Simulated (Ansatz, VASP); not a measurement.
One calculation of Zn, two programs

INCAR

```
SYSTEM = Zn
PREC = Accurate ; ENCUT = 500
EDIFF = 1E-6 ; ISMEAR = 0
SIGMA = 0.1 ; LREAL = .False.
LASPH = .True. ; NELM = 200
ALGO = Normal ; ISIF = 2
LWAVE = .False. ; LCHARG = .False.
MAGMOM = 0 0 0 0 0 0 0 0 0 ; LORBIT = 11
LSORBIT = .True. ; GGA_COMPAT = .False.
LORBMOM = .True. ; GGA = PE
NBANDS = 49
```

File KPOINTS:

```
regular mesh
0
Gamma
  6 6 2
  0 0 0
```

Contents of POSCAR:

```
Zn
1.0
    2.2681701736     -1.3084870100      0.0000000000
    2.2681701736      1.3084870100      0.0000000000
   -1.5917165425      0.0000000000      7.3004081919
Zn
3
Direct
    0.0000000000      0.0000000000      0.0000000000
    0.2219821400      0.2219821400      0.6654950200
    0.7780178600      0.7780178600      0.3345049800
```

Input for Ansatz:

```yaml
crystal:
  lattice:
    - [2.2681701736, -1.30848701, 0.0]
    - [2.2681701736, 1.30848701, 0.0]
    - [-1.5917165425, 0.0, 7.3004081919]
  atoms:
    - { symbol: Zn, position: [0.0, 0.0, 0.0] }
    - { symbol: Zn, position: [0.22198214, 0.22198214, 0.66549502] }
    - { symbol: Zn, position: [0.77801786, 0.77801786, 0.33450498] }
basis:
  ecutwfc: 420
kpoints:
  mp_grid: { grid: [6, 6, 2] }
hamiltonian:
  xc: pbe
scf:
  occupations: { method: gaussian, width: 0.1 }
output:
  forces: true
  stress: true
  eigenvalues: true
magnetization:
  noncollinear: true
  spin_orbit: true
```

Alike in both runs: task single point; functional PBE; k mesh 6 × 6 × 2; occupations gaussian, width 0.1 eV; non-collinear spin, spin-orbit coupling.

|  | VASP | Ansatz |
| --- | --- | --- |
| version | VASP 6.6.1 | Ansatz 0.2.0 |
| potentials or method | VASP PAW PBE potentials, release 64 (Zn), cutoff 500 eV | plane waves, PAW |
| valence electrons in the cell | 36 | 36 |

Ansatz gave:

| Property | Result |
| --- | --- |
| pressure (GPa) | 4.6 |
| traceless stress, the component that is largest in VASP (GPa) | -1.03 |
| rms of the force components (eV/Å) | 0.012 |
| net moment per atom (μB) | 0.00 |

Problem. Which values does VASP return?

Solution. Pressure (GPa): 4.9; traceless stress, the component that is largest in VASP (GPa): -1.06; rms of the force components (eV/Å): 0.013; net moment per atom (μB): 0.00.

Atom by atom the forces differ by 0.001 eV/Å (rms over components).

The k mesh is coarse, so the values compare programs but aren't converged.
